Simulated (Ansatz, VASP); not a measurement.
**One calculation of Al5Si, two programs**

File INCAR:

```
SYSTEM = Al5Si
ALGO     = Normal         ! electronic algorithm
DIPOL    = 0.5 0.5 0.500
EDIFF    = 1E-6           ! SCF threshold, eV
ENCUT    = 520            ! plane-wave cutoff, eV
GGA      = PE             ! functional
IDIPOL   = 3            
ISIF     = 2              ! what is computed and relaxed
ISMEAR   = -1             ! smearing method
LASPH    = .TRUE.         ! aspherical terms in the spheres
LCHARG   = .FALSE.        ! write CHGCAR
LDIPOL   = .TRUE.       
LREAL    = .FALSE.        ! projectors in reciprocal space
LWAVE    = .FALSE.        ! write WAVECAR
NBANDS   = 18             ! bands
NELM     = 100            ! most SCF steps
PREC     = Accurate       ! precision mode
SIGMA    = 0.08           ! smearing width, eV
```

KPOINTS

```
k-points
0
G
  16 16 1
  0 0 0
```

The input POSCAR:

```
Al5Si
1.0
    2.8574853682      0.0000000000      0.0000000000
   -1.4287426841      2.4746549198      0.0000000000
    0.0000000000      0.0000000000     27.6656000000
Al Si
5 1
Direct
    0.1666666667      0.3333333333      0.2884232327
    0.5000000000      1.0000000000      0.3733263991
    0.1666666667      0.3333333333      0.5425387958
    0.5000000000      1.0000000000      0.6266736016
    0.8333333333      0.6666666667      0.7115767664
    0.8333333333      0.6666666667      0.4574612037
```

Input for Ansatz:

```yaml
crystal:
  lattice:
    - [2.8574853682, 0.0, 0.0]
    - [-1.4287426841, 2.4746549198, 0.0]
    - [0.0, 0.0, 27.6656]
  atoms:
    - { symbol: Al, position: [0.1666666667, 0.3333333333, 0.2884232327] }
    - { symbol: Al, position: [0.5, 1.0, 0.3733263991] }
    - { symbol: Si, position: [0.8333333333, 0.6666666667, 0.4574612037] }
    - { symbol: Al, position: [0.1666666667, 0.3333333333, 0.5425387958] }
    - { symbol: Al, position: [0.5, 1.0, 0.6266736016] }
    - { symbol: Al, position: [0.8333333333, 0.6666666667, 0.7115767664] }
kpoints:
  mp_grid: { grid: [16, 16, 1] }
scf:
  occupations: { method: fermi_dirac, width: 0.08 }
hamiltonian:
  xc: pbe
  pseudopotentials: { kind: paw }
output:
  forces: true
  stress: true
  eigenvalues: true
efield:
  axis: 3
  amplitude: 0
  dipole_correction: true
```

Alike in both runs: task single point; functional PBE; k mesh 16 × 16 × 1; occupations fermi-dirac, width 0.08 eV; no spin polarisation.

|  | VASP | Ansatz |
| --- | --- | --- |
| version | VASP 6.6.1 | Ansatz 0.2.0 |
| potentials or method | VASP PAW PBE potentials, release 64 (Al, Si) | PAW with Ansatz's default frozen-core files, scalar-relativistic |
| plane-wave cutoff (eV) | 520 | 420 |
| valence electrons in the cell | 19 | 19 |

|  | VASP | Ansatz | Ansatz less VASP |
| --- | --- | --- | --- |
| rms of the force components (eV/Å) | 0.118 | 0.118 | 0.0000 |
